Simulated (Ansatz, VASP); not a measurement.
## AlN in VASP and in Ansatz

```xyz
2
Lattice="0.0000 2.2013 2.2013 2.2013 0.0000 2.2013 2.2013 2.2013 0.0000" Properties=species:S:1:pos:R:3 pbc="T T T"
Al    0.0126    0.0000    0.0000
N     3.2777    3.3019    3.3019
```

Change from the starting cell: mode 4 frozen in at -0.024 Å and mode 5 at +0.000 Å (largest displacements).

Alike in both runs: task single point; functional PBE; k mesh 10 × 10 × 10; occupations gaussian, width 0.05 eV; no spin polarisation.

|  | VASP | Ansatz |
| --- | --- | --- |
| version | VASP 6.6.1 | Ansatz 0.2.0 |
| potentials or method | VASP PAW PBE potentials, release 64 (Al, N), cutoff 520 eV | scalar-relativistic, plane waves, PAW |
| valence electrons in the cell | 8 | 8 |

|  | VASP | Ansatz | Ansatz less VASP |
| --- | --- | --- | --- |
| gap on the k mesh at the Fermi level (eV) | 3.21 | 3.22 | +0.007 |
| least direct gap on the mesh (eV) | 3.89 | 3.88 | -0.007 |
| pressure (GPa) | 0.0 | 0.2 | +0.20 |
| traceless stress, the component that is largest in VASP (GPa) | -2.22 | -2.22 | +0.006 |
| rms of the force components (eV/Å) | 0.291 | 0.290 | -0.0006 |

Atom by atom the forces differ by 0.001 eV/Å (rms over components). The functional is the same, so the differences come from potentials, cutoffs and numerics.
